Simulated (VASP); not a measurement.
# Te (P3_121) in VASP: single point with PBEsol

Aim: the single point of Te with PBEsol.

All numbers are computed with VASP 6.6.1; they aren't measurements. Logs are shortened: lines on timing, memory, paths and dates and some standing lists are left out, and cuts for length are marked.

### Step 1. The cell of the first run

Symmetry: P3_121, No. 152, trigonal system. Conventional cell: a = 4.315 Å, b = 4.315 Å, c = 5.956 Å, α = 90.00°, β = 90.00°, γ = 120.00°. Te (site symmetry 2) has 6 Te at 2.91 to 3.35 Å within 3.8 Å.

### Step 2. Single point, PBEsol

Input file INCAR:

```
SYSTEM = Te
ALGO     = Normal         ! electronic algorithm
EDIFF    = 1E-6           ! SCF threshold, eV
ENCUT    = 520            ! plane-wave cutoff, eV
GGA      = PS             ! functional
ISIF     = 2              ! what is computed and relaxed
ISMEAR   = 0              ! smearing method
LASPH    = .True.         ! aspherical terms in the spheres
LCHARG   = .False.        ! write CHGCAR
LREAL    = .False.        ! projectors in reciprocal space
LWAVE    = .False.        ! write WAVECAR
NBANDS   = 16             ! bands
NELM     = 100            ! most SCF steps
PREC     = Accurate       ! precision mode
SIGMA    = 0.1            ! smearing width, eV
```

Input file KPOINTS:

```
k-points
0
Gamma
  12 12 8
  0 0 0
```

Input file POSCAR:

```
Te
1.0
    4.3147044772      0.0000000000      0.0000000000
   -2.1573522386      3.7366436871      0.0000000000
    0.0000000000      0.0000000000      5.9564789977
Te
3
Direct
    0.2843768055      0.0000000000      0.3333333333
    0.0000000000      0.2843768055      0.6666666667
    0.7156231945      0.7156231945      0.0000000000
```

Potentials or basis: VASP PAW PBE potentials, release 64 (Te).

Command:

```console
> cat potpaw_PBE.64/Te/POTCAR > POTCAR
> mpirun -np 1 vasp_std > vasp.out
```

OUTCAR:

```text
SYSTEM = Te
   EDIFF = 1E-6
   ENCUT = 520
   GGA = PS
   ISIF = 2
   ISMEAR = 0
   LASPH = .True.
   LREAL = .False.
   NELM = 100
   PREC = Accurate

 ion  position               nearest neighbor table
   1  0.284  0.000  0.333-   3 2.91   2 2.91   3 3.35   3 3.35   2 3.35   2 3.35
   2  0.000  0.284  0.667-   3 2.91   1 2.91   3 3.35   3 3.35   1 3.35   1 3.35
   3  0.716  0.716  0.000-   1 2.91   2 2.91   1 3.35   2 3.35   2 3.35   1 3.35

  LATTYP: Found a hexagonal cell.
 ALAT       =     4.3147044772
 C/A-ratio  =     1.3805068294

  Lattice vectors:

 A1 = (   4.3147044772,   0.0000000000,   0.0000000000)
 A2 = (  -2.1573522386,   3.7366436871,   0.0000000000)
 A3 = (   0.0000000000,   0.0000000000,   5.9564789977)

Analysis of symmetry for initial positions (statically):
=====================================================================
 Subroutine PRICEL returns:
 Original cell was already a primitive cell.

 Routine SETGRP: Setting up the symmetry group for a
 hexagonal supercell.

 Subroutine GETGRP returns: Found  6 space group operations
 (whereof  2 operations were pure point group operations)
 out of a pool of 24 trial point group operations.

The static configuration has the point symmetry C_2 .
 The point group associated with its full space group is D_3 .

Analysis of symmetry for dynamics (positions and initial velocities):
=====================================================================
 Subroutine PRICEL returns:
 Original cell was already a primitive cell.

 Routine SETGRP: Setting up the symmetry group for a
 hexagonal supercell.

 Subroutine GETGRP returns: Found  6 space group operations
 (whereof  2 operations were pure point group operations)
 out of a pool of 24 trial point group operations.

The dynamic configuration has the point symmetry C_2 .
 The point group associated with its full space group is D_3 .

 Subroutine INISYM returns: Found  6 space group operations
 (whereof  2 operations are pure point group operations),
 and found     1 'primitive' translations

----------------------------------------------------------------------------------------

                                     Primitive cell

  volume of cell :      96.0334

  direct lattice vectors                    reciprocal lattice vectors
     4.314704477  0.000000000  0.000000000     0.231765583  0.133809922  0.000000000
    -2.157352239  3.736643687  0.000000000     0.000000000  0.267619844  0.000000000
     0.000000000  0.000000000  5.956478998     0.000000000  0.000000000  0.167884416

  length of vectors
     4.314704477  4.314704477  5.956478998     0.267619844  0.267619844  0.167884416

  position of ions in fractional coordinates (direct lattice)
     0.284376806  0.000000000  0.333333333
     0.000000000  0.284376806  0.666666667
     0.715623194  0.715623194  0.000000000

  ion indices of the primitive-cell ions
   primitive index   ion index
                 1           1
                 2           2
                 3           3

----------------------------------------------------------------------------------------

 KPOINTS: k-points

Automatic generation of k-mesh.
 Grid dimensions read from file:
 generate k-points for:   12   12    8

 Generating k-lattice:

  Cartesian coordinates                     Fractional coordinates (reciprocal lattice)
     0.019313799  0.011150827  0.000000000     0.083333333  0.000000000  0.000000000
     0.000000000  0.022301654  0.000000000     0.000000000  0.083333333  0.000000000
     0.000000000  0.000000000  0.020985552     0.000000000  0.000000000  0.125000000

  Length of vectors
     0.022301654  0.022301654  0.020985552

  Shift w.r.t. Gamma in fractional coordinates (k-lattice)
     0.000000000  0.000000000  0.000000000

 Subroutine IBZKPT returns following result:
 ===========================================

 Found    131 irreducible k-points:

 Following reciprocal coordinates:
            Coordinates               Weight
  0.000000  0.000000  0.000000      1.000000
  0.083333  0.000000  0.000000      6.000000
  0.166667 -0.000000  0.000000      6.000000
  0.250000  0.000000  0.000000      6.000000
  0.333333 -0.000000  0.000000      6.000000
  0.416667  0.000000  0.000000      6.000000
[... 16 lines left out ...]
  0.166667 -0.000000  0.125000      6.000000
  0.000000  0.166667  0.125000      6.000000
 [... further k-points ...]
   k-points           NKPTS =    131   k-points in BZ     NKDIM =    131   number of bands    NBANDS=     16
   number of dos      NEDOS =    301   number of ions     NIONS =      3
   total plane-waves  NPLWV =  49152
   dimension x,y,z NGX =    32 NGY =   32 NGZ =   48
   dimension x,y,z NGXF=    64 NGYF=   64 NGZF=   96
   ions per type =               3
   NGX,Y,Z   is equivalent  to a cutoff of  12.33, 12.33, 13.40 a.u.
   NGXF,Y,Z  is equivalent  to a cutoff of  24.66, 24.66, 26.79 a.u.
 SYSTEM =  Te
   PREC   = accura    normal or accurate (medium, high low for compatibility)
   ISTART =      0    job   : 0-new  1-cont  2-samecut
   ICHARG =      2    charge: 1-file 2-atom 10-const
   ISPIN  =      1    spin polarized calculation?
   LNONCOLLINEAR =      F non collinear calculations
   LSORBIT =      F    spin-orbit coupling
   LASPH  =      T    aspherical Exc in radial PAW
   ENCUT  =  520.0 eV  38.22 Ry    6.18 a.u.   8.02  8.02 11.08*2*pi/ulx,y,z
   NELM   =    100;   NELMIN=  2; NELMDL= -5     # of ELM steps
   EDIFF  = 0.1E-05   stopping-criterion for ELM
   LREAL  =      F    real-space projection
   EDIFFG = 0.1E-04   stopping-criterion for IOM
   NSW    =      0    number of steps for IOM
   IBRION =     -1    ionic relax: 0-MD 1-quasi-New 2-CG
   NFREE  =      0    steps in history (QN), initial steepest desc. (CG)
   ISIF   =      2    stress and relaxation
   ISYM   =      2    0-nonsym 1-usesym 2-fastsym
   POTIM  = 0.5000    time-step for ionic-motion
   TEBEG  =    0.0;   TEEND  =   0.0 temperature during run
   PSTRESS=    0.0 pullay stress
   NELECT =      18.0000    total number of electrons
   NUPDOWN=      -1.0000    fix difference up-down
   EMIN   =  10.00;   EMAX   =-10.00  energy-range for DOS
   EFERMI =   0.00;   METHOD = LEGACY
   ISMEAR =     0;   SIGMA  =   0.10  broadening in eV -4-tet -1-fermi 0-gaus
   EFERMI_NEDOS =   21; number of points for ismear=-14 and -15
   IALGO  =     38    algorithm
   IMIX   =      4    mixing-type and parameters
     AMIX     =   0.40;   BMIX     =  1.00
     AMIX_MAG =   1.60;   BMIX_MAG =  1.00
  volume/ion in A,a.u.               =      32.01       216.02
  Fermi-wavevector in a.u.,A,eV,Ry     =   0.936896  1.770477 11.942851  0.877775
  Thomas-Fermi vector in A             =   2.063952
   LORBIT       =      0    0 simple, 1 ext, 2 COOP (PROOUT), +10 PAW based schemes
   GGA     = PS    functional components
   LHFCALC =     F    Hartree Fock is set to
   AEXX    =    0.0000 exact exchange contribution
   IVDW    =     0    specifies the selected vdW correction
   LEPSILON=     F    determine dielectric tensor
   LRPA    =     F    only Hartree local field effects (RPA)
 non-spin polarized calculation
 Gauss-broadening in eV      SIGMA  =   0.10
  energy-cutoff  :      520.00
  volume of cell :       96.03
 maximum number of plane-waves:      2607
   NGX = 17   NGY = 17   NGZ = 23

 number of electron      17.9999998 magnetization

 Free energy of the ion-electron system (eV)
  ---------------------------------------------------
  ext. energy  EPLUGINS =         0.00000000
  ---------------------------------------------------
  free energy    TOTEN  =       -10.58150994 eV

  energy without entropy =      -10.58123692  energy(sigma->0) =      -10.58137343

 E-fermi :   6.6186     XC(G=0):  -9.5065

 val. band max:        6.5908916662   @ k =   0.3333   0.3333   0.5000
 cond. band min:       6.8264643240   @ k =   0.0000   0.0000   0.5000
 fundamental gap:      0.2355726578
 Fermi energy:         6.6185733715

 k-point     1 :       0.0000    0.0000    0.0000
  band No.  band energies     occupation
      1      -7.3507      2.00000
      2      -3.9553      2.00000
      3      -3.9553      2.00000
      4       3.6298      2.00000
      5       3.9800      2.00000
      6       3.9800      2.00000
[... 8 lines left out ...]
     15      12.6699      0.00000
     16      12.6700      0.00000

 k-point     2 :       0.0833    0.0000    0.0000
  band No.  band energies     occupation
      1      -7.2946      2.00000
      2      -3.9593      2.00000
      3      -3.9365      2.00000
      4       3.0883      2.00000
      5       3.5786      2.00000
      6       3.7578      2.00000
[... 8 lines left out ...]
     15      12.5796      0.00000
     16      12.7670      0.00000

 k-point     3 :       0.1667   -0.0000    0.0000
  band No.  band energies     occupation
      1      -7.1290      2.00000
      2      -3.9929      2.00000
      3      -3.8815      2.00000
      4       2.2729      2.00000
      5       3.0197      2.00000
      6       3.3957      2.00000
[... 8 lines left out ...]
     15      12.6115      0.00000
     16      13.1650      0.00000

 k-point     4 :       0.2500    0.0000    0.0000
  band No.  band energies     occupation
      1      -6.8636      2.00000
      2      -4.1083      2.00000
      3      -3.7982      2.00000
      4       1.6779      2.00000
      5       2.5005      2.00000
      6       3.0459      2.00000
[... 8 lines left out ...]
     15      12.9712      0.00000
     16      13.8203      0.00000
[... 324 lines left out ...]
 k-point    22 :       0.0000    0.0833    0.1250
  band No.  band energies     occupation
      1      -7.2376      2.00000
      2      -4.6678      2.00000
      3      -3.2060      2.00000
      4       3.1639      2.00000
      5       3.3010      2.00000
      6       3.8073      2.00000
[... 8 lines left out ...]
     15      12.3084      0.00000
     16      12.7348      0.00000

 k-point    23 :       0.1667   -0.0000    0.1250
  band No.  band energies     occupation
      1      -7.0748      2.00000
      2      -4.5797      2.00000
      3      -3.3150      2.00000
      4       2.3447      2.00000
      5       3.3005      2.00000
      6       3.4797      2.00000
[... 8 lines left out ...]
     15      12.3163      0.00000
     16      12.6930      0.00000

 k-point    24 :       0.0000    0.1667    0.1250
  band No.  band energies     occupation
      1      -7.0720      2.00000
      2      -4.6248      2.00000
      3      -3.2358      2.00000
      4       2.3299      2.00000
      5       2.7205      2.00000
      6       3.4168      2.00000
[... 8 lines left out ...]
     15      12.7309      0.00000
     16      13.2501      0.00000

 [... further k-points ...]

------------------------ aborting loop because EDIFF is reached ----------------------------------------

  FORCE on cell =-STRESS in cart. coord.  units (eV):
  Direction    XX          YY          ZZ          XY          YZ          ZX
  --------------------------------------------------------------------------------------
  -------------------------------------------------------------------------------------
  Total        0.0369439      0.0369439      0.0669395     -0.0000000     -0.0000000      0.0000000
  in kB        0.6163551      0.6163551      1.1167884     -0.0000000     -0.0000000      0.0000000
  external PRESSURE =       0.7831662 kB  Pullay stress =       0.0000000 kB

 VOLUME and BASIS-vectors are now :
 -----------------------------------------------------------------------------
  energy-cutoff  :      520.00
  volume of cell :       96.03
      direct lattice vectors                 reciprocal lattice vectors
     4.314704477  0.000000000  0.000000000     0.231765583  0.133809922  0.000000000
    -2.157352239  3.736643687  0.000000000     0.000000000  0.267619844  0.000000000
     0.000000000  0.000000000  5.956478998     0.000000000  0.000000000  0.167884416

 POSITION                                       TOTAL-FORCE (eV/Angst)
 -----------------------------------------------------------------------------------
      1.22700      0.00000      1.98549         0.014009      0.000000     -0.000000
     -0.61350      1.06261      3.97099        -0.007005      0.012132      0.000000
      1.54385      2.67403      0.00000        -0.007005     -0.012132      0.000000
 -----------------------------------------------------------------------------------
    total drift:                                0.000000     -0.000000      0.000000

  FREE ENERGIE OF THE ION-ELECTRON SYSTEM (eV)
  ---------------------------------------------------
  free  energy   TOTEN  =       -10.5815099380 eV

  energy  without entropy=      -10.5812369229  energy(sigma->0) =      -10.58137343
```

Wall time 88 s (1 thread of Intel Xeon Platinum 8488C (Sapphire Rapids), shared host); peak memory 0.31 GiB.

What came out:

```
Free energy            : -10.5815 eV
Pressure               : 0.1 GPa
Largest force          : 0.014 eV/Å
Band gap on the k mesh : zero (filled and empty bands touch)
```

Forces in eV/Å, atoms in the order of the input:
```
Te   0.014  0.000  0.000
Te  -0.007  0.012  0.000
Te  -0.007 -0.012  0.000
```

Levels at points of the mesh, in eV from the Fermi level:
```
           k point  band 5  band 6  band 7  band 8  band 9  band 10  band 11  band 12  band 13  band 14
(0.00, 0.00, 0.00)   -2.64   -2.64   -1.82   -1.82   -1.17     0.96     0.96     1.64     4.75     4.75
(0.50, 0.00, 0.00)   -4.71   -4.07   -3.94   -0.89   -0.76     0.52     0.53     2.36     3.75     7.66
(0.00, 0.00, 0.50)   -2.70   -2.70   -1.31   -0.89   -0.89     0.21     0.27     0.27     3.59     4.99
(0.50, 0.00, 0.50)   -3.74   -3.71   -2.82   -2.55   -0.36     0.32     1.98     2.62     4.16     4.63
```

Caveat: the PAW data sets were made with another functional, which shifts forces and pressure a little; spin-orbit coupling is left out, which moves the levels of the heavy elements.
